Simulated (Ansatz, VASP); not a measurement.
**Two plane-wave programs on MgSe**

File INCAR:

```
SYSTEM = MgSe
PREC     = Accurate       ! precision mode
ENCUT    = 520            ! plane-wave cutoff, eV
EDIFF    = 1E-7           ! SCF threshold, eV
ISMEAR   = -1             ! smearing method
SIGMA    = 0.02           ! smearing width, eV
LREAL    = .False.        ! projectors in reciprocal space
LASPH    = .True.         ! aspherical terms in the spheres
NELM     = 120            ! most SCF steps
ALGO     = Normal         ! electronic algorithm
ISIF     = 2              ! what is computed and relaxed
LWAVE    = .False.        ! write WAVECAR
LCHARG   = .False.        ! write CHGCAR
GGA      = PE             ! functional
IBRION   = 2              ! ionic algorithm
NSW      = 80             ! ionic steps
EDIFFG   = -0.02          ! ionic threshold
GGA_COMPAT= .False.      
NELMIN   = 4
```

File KPOINTS:

```
regular mesh
0
Gamma
  9 9 9
  0 0 0
```

POSCAR

```
MgSe
1.0
    0.0000000000      2.7255000000      2.7255000000
    2.7255000000      0.0000000000      2.7255000000
    2.7255000000      2.7255000000      0.0000000000
Mg Se
1 1
Direct
    0.0000000000      0.0000000000      0.0000000000
    0.5000000000      0.5000000000      0.5000000000
```

Input for Ansatz:

```yaml
crystal:
  lattice:
    - [0.0, 2.7255, 2.7255]
    - [2.7255, 0.0, 2.7255]
    - [2.7255, 2.7255, 0.0]
  atoms:
    - { symbol: Mg, position: [0.0, 0.0, 0.0] }
    - { symbol: Se, position: [0.5, 0.5, 0.5] }
kpoints:
  mp_grid: { grid: [9, 9, 9] }
scf:
  occupations: { method: fermi_dirac, width: 0.02 }
hamiltonian:
  xc: pbe
  pseudopotentials: { kind: paw }
output:
  forces: true
  stress: true
  populations: true
  efg: { quadrupole_moments_barn: { Mg: 0.1994 }, contact_densities: true }
relax:
  f_tol: 0.02
  max_steps: 60
```

Alike in both runs: task relaxation of the atoms; functional PBE; k mesh 9 × 9 × 9; occupations fermi-dirac, width 0.02 eV; no spin polarisation.

|  | VASP | Ansatz |
| --- | --- | --- |
| version | VASP 6.6.1 | Ansatz 0.2.0 |
| potentials or method | VASP PAW PBE potentials, release 64 (Mg, Se) | plane-wave PAW, scalar-relativistic |
| plane-wave cutoff (eV) | 520 | 420 |
| valence electrons in the cell | 8 | 26 |

|  | VASP | Ansatz | Ansatz less VASP |
| --- | --- | --- | --- |
| gap on the k mesh at the Fermi level, each at its own relaxed structure (eV) | 1.93 | 1.95 | +0.023 |

VASP's potentials hold 8 valence electrons a cell and Ansatz's 26, so a difference there can come from the potentials and not from the codes. Ansatz's warnings: stress scf threshold loose.

Noted on VASP's run: the relaxation stopped at its first step, so nothing moved.
